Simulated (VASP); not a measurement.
Crystal: EuO.

```xyz
2
Lattice="3.6373 0.0000 0.0000 1.8186 3.1500 0.0000 1.8186 1.0500 2.9698" Properties=species:S:1:pos:R:3 pbc="T T T"
Eu    0.0000    0.0000    0.0000
O     3.6373    2.1000    1.4849
```

```yaml
Program: VASP 6.6.1
Task: relaxation of cell and atoms
Functional: LDA
Potentials_or_basis: VASP PAW PBE potentials, release 64 (Eu, O)
Cutoff: 600 eV
k_mesh: 8 × 8 × 8
Occupations: fermi-dirac, width 0.1 eV
Spin: collinear spin, ferromagnetic start
Starting_moments: "[9.1, 0.0] μB"
```

At the start: pressure -13.3 GPa; volume 17.01 Å³/atom.

**Question.** How do energy, volume and symmetry change on relaxing?

**Answer.** Over 3 steps the energy falls by 108.1 meV/atom and the volume is 14.74 Å³/atom (-13.4 %); space group Fm-3m (No. 225, to 0.1 Å) before and after; moment 6.78 μB per cell.

Step by step:
| step | energy change (eV) | largest force (eV/Å) | pressure (GPa) | volume (Å³) |
| --- | --- | --- | --- | --- |
| 1 | 0.0000 | 0.0000 | -13.26 | 34.03 |
| 2 | -0.1598 | 0.0000 | 10.05 | 27.55 |
| 3 | -0.2162 | 0.0000 | -0.03 | 29.48 |

Final structure:
```cif
data_structure
_symmetry_space_group_name_H-M 'P 1'
_symmetry_Int_Tables_number 1
_cell_length_a 3.4673
_cell_length_b 3.4673
_cell_length_c 3.4673
_cell_angle_alpha 60.000
_cell_angle_beta 60.000
_cell_angle_gamma 60.000
_cell_volume 29.48
loop_
_atom_site_label
_atom_site_type_symbol
_atom_site_fract_x
_atom_site_fract_y
_atom_site_fract_z
_atom_site_occupancy
Eu1 Eu 0.00000 0.00000 0.00000 1
O1 O 0.50000 0.50000 0.50000 1
```

Caveat: the PAW data sets were made with another functional, which shifts forces and pressure a little; a cell with one magnetic atom can't hold antiferromagnetic order, which such compounds often take; semilocal functionals describe open f shells poorly, which spoils levels, moments and volumes.
